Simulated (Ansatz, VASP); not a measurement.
## NaGeCl3 in VASP and in Ansatz

INCAR

```
SYSTEM = NaGeCl3
PREC = Accurate
ENCUT = 520
EDIFF = 1E-6
ISMEAR = -1
SIGMA = 0.02
LREAL = .FALSE.
LASPH = .TRUE.
NELM = 60
ALGO = Normal
ISIF = 2
LWAVE = .FALSE.
LCHARG = .FALSE.
GGA = PE
NBANDS = 29
```

The input KPOINTS:

```
Automatic mesh
0
G
  6 6 6
  0 0 0
```

File POSCAR:

```
NaGeCl3
1.0
    5.0610987130      0.0000000000      0.0000000000
    0.0000000000      5.0610987130      0.0000000000
    0.0000000000      0.0000000000      5.0610987130
Na Ge Cl
1 1 3
Direct
    0.0000000000      0.0000000000      0.0000000000
    0.5000000000      0.5000000000      0.5000000000
    0.5000000000      0.5000000000      0.0000000000
    0.5000000000      0.0000000000      0.5000000000
    0.0000000000      0.5000000000      0.5000000000
```

Input for Ansatz:

```yaml
crystal:
  lattice:
    - [5.061098713, 0.0, 0.0]
    - [0.0, 5.061098713, 0.0]
    - [0.0, 0.0, 5.061098713]
  atoms:
    - { symbol: Na, position: [0.0, 0.0, 0.0] }
    - { symbol: Ge, position: [0.5, 0.5, 0.5] }
    - { symbol: Cl, position: [0.5, 0.5, 0.0] }
    - { symbol: Cl, position: [0.5, 0.0, 0.5] }
    - { symbol: Cl, position: [0.0, 0.5, 0.5] }
kpoints:
  mp_grid: { grid: [6, 6, 6] }
  band_path:
    path: [[0.0, 0.0, 0.0], [0.0, 0.5, 0.0], [0.5, 0.5, 0.0], [0.5, 0.5, 0.5]]
    npoints: 1
hamiltonian:
  xc: pbe
scf:
  occupations: { method: fermi_dirac, width: 0.02 }
  n_extra_bands: 5
output:
  forces: true
  stress: true
  eigenvalues: true
```

Change from the starting cell: hydrostatic strain -2.5%.

Alike in both runs: task single point; functional PBE; k mesh 6 × 6 × 6; occupations fermi-dirac, width 0.02 eV; no spin polarisation.

```csv
,VASP,Ansatz
version,VASP 6.6.1,Ansatz 0.2.0
potentials or method,"VASP PAW PBE potentials, release 64 (Na_pv, Ge_d, Cl)","plane waves, PAW"
plane-wave cutoff (eV),520,420
valence electrons in the cell,42,44
```

VASP gave:

| Quantity | Value |
| --- | --- |
| pressure (GPa) | 3.0 |

Problem. Estimate Ansatz's values.

Solution. Pressure (GPa): 3.1.

VASP's potentials hold 42 valence electrons a cell and Ansatz's 44, so a difference there can come from the potentials and not from the codes.
